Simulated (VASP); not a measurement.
Runs of VASP 6.6.1 on GaP. The structure is that of space group F-43m (No. 216), or close to it. The cells are those of the table. 

| task | cell | gap on the mesh (eV) | pressure (GPa) |
| --- | --- | --- | --- |
| single point | a = 3.893 Å, angles 60.0°, 2 atoms | 1.58 | (a) |
| single point | a = 3.814 Å, angles 60.0°, 2 atoms | 1.59 | 5.4 |
| single point | a = 3.932 Å, angles 60.0°, 2 atoms | 1.34 | -2.2 |
| single point | a = 3.970 Å, angles 60.0°, 2 atoms | 1.11 | -4.0 |
| relaxation of cell and atoms | relaxed from a = 3.854 Å, angles 60.0°, 2 atoms | 1.58 | 0.0 |
| single point | a = 4.007 Å, angles 60.0°, 2 atoms | 0.89 | -5.5 |
| single point | a = 3.773 Å, angles 60.0°, 2 atoms | 1.51 | (b) |

Alike in all rows: level PBE; potentials or basis VASP PAW PBE potentials, release 64 (Ga_d, P); no spin polarisation; k mesh 8 × 8 × 8; cutoff (eV) 500.

Question: Fill in the values left out.

Answer: (a) -0.1; (b) 8.8.

Caveats: the cell stands under pressure (at least some runs); the cell stands under tension (at least some runs).

A k mesh can miss the band edges, and the runs leave out spin-orbit coupling on Ga.
